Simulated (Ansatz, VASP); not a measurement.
# One calculation of Lu3Si, two programs

```
Lu Si
1.0
     4.44871    0.00000    0.00000
     0.00000    4.44871    0.00000
     0.00000    0.00000    4.44871
Lu Si
3 1
Cartesian
  2.2244 2.2244 0.0000
  2.2244 0.0000 2.2244
  0.0000 2.2244 2.2244
  0.0000 0.0000 0.0000
```

Alike in both runs: task single point; functional PBE; k mesh 6 × 6 × 6; occupations fermi-dirac, width 0.05 eV; no spin polarisation.

|  | VASP | Ansatz |
| --- | --- | --- |
| version | VASP 6.6.1 | Ansatz 0.2.0 |
| potentials or method | VASP PAW PBE potentials, release 64 (Lu, Si) | Ansatz PAW |
| plane-wave cutoff (eV) | 520 | 420 |
| valence electrons in the cell | 79 | 79 |

```tsv
	VASP	Ansatz	Ansatz less VASP
gap on the k mesh at the Fermi level (eV)	none	none	-
pressure (GPa)	3.5	3.1	-0.31
```

A gap of «none» marks a metal or a gap that the smearing closes. With one functional, cell and mesh, what is left measures potentials, basis and numerics.

Spin-orbit coupling is off throughout.
